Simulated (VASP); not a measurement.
Here is a VASP 6.6.1 calculation.

File POSCAR:

```
CdO2
1.0
    3.4762300000      0.0000000000      0.0000000000
   -1.7381150000      3.0105034894      0.0000000000
    0.0000000000      0.0000000000      4.1480760000
Cd O
1 2
Direct
    0.0000000000      0.0000000000      0.0000000000
    0.6666666667      0.3333333333      0.7557800000
    0.3333333333      0.6666666667      0.2442200000
```

Contents of INCAR.step1:

```
SYSTEM = CdO2
  PREC = Accurate
  ENCUT = 770
  ISMEAR = -1
  SIGMA = 0.1
  LREAL = .FALSE.
  LASPH = .TRUE.
  NELM = 120
  NBANDS = 23
  GGA = PE
  ALGO = Normal
  EDIFF = 1E-5
  LWAVE = .TRUE.
  LCHARG = .FALSE.
  GGA_COMPAT = .FALSE.
```

The input INCAR.step2:

```
SYSTEM = CdO2
  PREC = Accurate
  ENCUT = 770
  EDIFF = 1E-6
  ISMEAR = -1
  SIGMA = 0.1
  LREAL = .FALSE.
  LASPH = .TRUE.
  NELM = 120
  ALGO = Normal
  ISIF = 2
  LWAVE = .FALSE.
  LCHARG = .FALSE.
  METAGGA = R2SCAN
  LMIXTAU = .TRUE.
  NBANDS = 23
  ISTART = 1
  GGA_COMPAT = .FALSE.
```

KPOINTS

```
regular mesh
0
G
  5 5 4
  0 0 0
```

Potentials or basis: VASP PAW PBE potentials, release 64 (Cd_sv_GW, O).

The run is started by

```bash
$ cat potpaw_PBE.64/Cd_sv_GW/POTCAR potpaw_PBE.64/O/POTCAR > POTCAR
$ cp INCAR.step1 INCAR
$ mpirun -np 1 vasp_std > vasp.out
$ cp INCAR.step2 INCAR
$ mpirun -np 1 vasp_std > vasp.out
```

(1) What does it give for the band gap on the k mesh?

(2) Predict the pressure.

(3) What does it give for the largest force?

Results:

(1) zero (bands 16 and 17 overlap by 0.47 eV).

(2) -9.8 GPa.

(3) 0.253 eV/Å.

Caveat: the k points lie up to 0.42 Å⁻¹ apart; semilocal functionals underestimate gaps, and a narrow one can read as zero; the PAW data sets were made with another functional, which shifts forces and pressure a little.
